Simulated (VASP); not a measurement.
Set up this calculation in VASP 6.6.1, as the native input.

* Task: electric field gradients
* Functional: PBE
* Potentials or basis: VASP PAW PBE potentials, release 64 (In_d, As)
* Cutoff: 520 eV
* k mesh: 10 × 10 × 10
* Occupations: fermi-dirac, width 0.08 eV
* Spin: no spin polarisation
* Dipole correction: no
* Further INCAR settings: ALGO = Normal; EDIFF = 1e-08; NBANDS = 16

The structure of InAs lies in POSCAR:

```
InAs
1.0
    0.0000000000      2.9831301251      2.9831301251
    2.9831301251      0.0000000000      2.9831301251
    2.9831301251      2.9831301251      0.0000000000
In As
1 1
Direct
    0.0000000000      0.0000000000      0.0000000000
    0.7500000000      0.7500000000      0.7500000000
```

This cell differs from its parent crystal: volume scaled by 0.96.

One way to write it, as run:

INCAR

```
SYSTEM = InAs
ALGO     = Normal         ! electronic algorithm
EDIFF    = 1E-8           ! SCF threshold, eV
ENCUT    = 520            ! plane-wave cutoff, eV
GGA      = PE             ! functional
ISIF     = 2              ! what is computed and relaxed
ISMEAR   = -1             ! smearing method
LASPH    = .True.         ! aspherical terms in the spheres
LCHARG   = .False.        ! write CHGCAR
LEFG     = .True.       
LREAL    = .False.        ! projectors in reciprocal space
LWAVE    = .False.        ! write WAVECAR
NBANDS   = 16             ! bands
NELM     = 60             ! most SCF steps
PREC     = Accurate       ! precision mode
SIGMA    = 0.08           ! smearing width, eV
```

KPOINTS

```
k-points
0
Gamma
  10 10 10
  0 0 0
```

Potentials or basis: VASP PAW PBE potentials, release 64 (In_d, As).

Command:

```sh
$ cat potpaw_PBE.64/In_d/POTCAR potpaw_PBE.64/As/POTCAR > POTCAR
$ mpirun -np 1 vasp_std > vasp.out
```

Results of the run:

| Quantity | Value |
| --- | --- |
| Pressure | 6.9 GPa |

Caveat: without QUAD_EFG the Cq values of the log hold for a quadrupole moment of 1 mb, not for the nuclei.

Run time: 15 s on 1 thread of Intel(R) Xeon(R) 6975P-C (Granite Rapids), on a shared host, peak memory 0.2 GiB.
